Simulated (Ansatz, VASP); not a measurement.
**Sb: VASP beside Ansatz**

INCAR

```
SYSTEM = Sb
ALGO     = Normal         ! electronic algorithm
EDIFF    = 1E-6           ! SCF threshold, eV
ENCUT    = 520            ! plane-wave cutoff, eV
GGA      = PS             ! functional
ISIF     = 2              ! what is computed and relaxed
ISMEAR   = 0              ! smearing method
LASPH    = .TRUE.         ! aspherical terms in the spheres
LCHARG   = .FALSE.        ! write CHGCAR
LREAL    = .FALSE.        ! projectors in reciprocal space
LWAVE    = .FALSE.        ! write WAVECAR
NBANDS   = 12             ! bands
NELM     = 60             ! most SCF steps
PREC     = Accurate       ! precision mode
SIGMA    = 0.15           ! smearing width, eV
```

The input KPOINTS:

```
k-points
0
G
  18 18 10
  0 0 0
```

Contents of POSCAR:

```
Sb
1.0
    3.4195351822      0.0000000000      0.0000000000
   -1.7097675911      2.8738751447      0.0000000000
    0.0000000000      0.0000000000      5.3300000000
Sb
2
Direct
    0.3333333333      0.6666666667      0.2500000000
    0.6666666667      0.3333333333      0.7500000000
```

Input for Ansatz:

```yaml
crystal:
  lattice:
    - [3.4195351822, 0.0, 0.0]
    - [-1.7097675911, 2.8738751447, 0.0]
    - [0.0, 0.0, 5.33]
  atoms:
    - { symbol: Sb, position: [0.3333333333, 0.6666666667, 0.25] }
    - { symbol: Sb, position: [0.6666666667, 0.3333333333, 0.75] }
basis:
  ecutwfc: 420
kpoints:
  mp_grid: { grid: [18, 18, 10] }
hamiltonian:
  xc: pbesol
scf:
  occupations: { method: gaussian, width: 0.15 }
output:
  forces: true
  stress: true
  eigenvalues: true
```

Change from the starting cell: strain +0.0150 x Voigt [1, -1, 0, 0, 0, 0], atoms carried along.

Alike in both runs: task single point; functional PBEsol; k mesh 18 × 18 × 10; occupations gaussian, width 0.15 eV; no spin polarisation.

```csv
,VASP,Ansatz
version,VASP 6.6.1,Ansatz 0.2.0
potentials or method,"VASP PAW PBE potentials, release 64 (Sb), cutoff 520 eV","scalar-relativistic, plane waves, PAW"
valence electrons in the cell,10,30
```

Ansatz gave:

| Item | Value |
| --- | --- |
| gap on the k mesh at the Fermi level (eV) | none |
| pressure (GPa) | -0.1 |
| traceless stress, the component that is largest in VASP (GPa) | 1.01 |
| rms of the force components (eV/Å) | 0.014 |

Problem. Which values does VASP return?

Solution. gap on the k mesh at the Fermi level (eV): none; pressure (GPa): -0.1; traceless stress, the component that is largest in VASP (GPa): 1.02; rms of the force components (eV/Å): 0.014.

VASP's potentials were made for PBE, not for PBEsol. Atom by atom the forces differ by 0.001 eV/Å (rms over components). A gap of «none» marks a metal or a gap that the smearing closes. VASP's potentials hold 10 valence electrons a cell and Ansatz's 30, so a difference there can come from the potentials and not from the codes.

Neither program's run includes spin-orbit coupling.
